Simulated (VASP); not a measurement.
**BAs (rocksalt type): single point with PBE**

Crystal: BAs (rocksalt type).

```
B As
1.0
     0.00000    2.29136    2.29136
     2.29136    0.00000    2.29136
     2.29136    2.29136    0.00000
B As
1 1
Direct
  0.00000 0.00000 0.00000
  0.50000 0.50000 0.50000
```

This cell differs from its parent crystal: volume scaled by 0.98.

| Item | Value |
| --- | --- |
| Program | VASP 6.6.1 |
| Task | single point |
| Functional | PBE |
| Potentials or basis | VASP PAW PBE potentials, release 64 (B, As) |
| Cutoff | 520 eV |
| k mesh | 14 × 14 × 14 |
| Occupations | fermi-dirac, width 0.05 eV |
| Spin | no spin polarisation |
| Dipole correction | no |
| Further INCAR settings | ALGO = Normal; EDIFF = 1e-07; NBANDS = 11 |

| Property | Result |
| --- | --- |
| Pressure | 3.1 GPa |
| Band gap on the k mesh | zero (band 4 reaches 9.09 eV, above the bottom of band 5 at 4.17 eV) |

Levels at points of the mesh, in eV from the Fermi level:
| k point | band 2 | band 3 | band 4 | band 5 | band 6 | band 7 |
| --- | --- | --- | --- | --- | --- | --- |
| (0.00, 0.00, 0.00) | -0.02 | -0.02 | -0.02 | 3.73 | 7.80 | 7.80 |
| (0.50, 0.00, 0.00) | -9.85 | 1.04 | 1.04 | 1.36 | 1.36 | 4.25 |
| (0.50, 0.50, 0.00) | -8.05 | -3.81 | -3.81 | -3.35 | 3.63 | 10.77 |

Run time: 16 s on 1 thread of Intel(R) Xeon(R) Platinum 8259CL CPU @ 2.50GHz (Skylake/Cascade Lake) (shared host), peak memory 0.16 GiB.
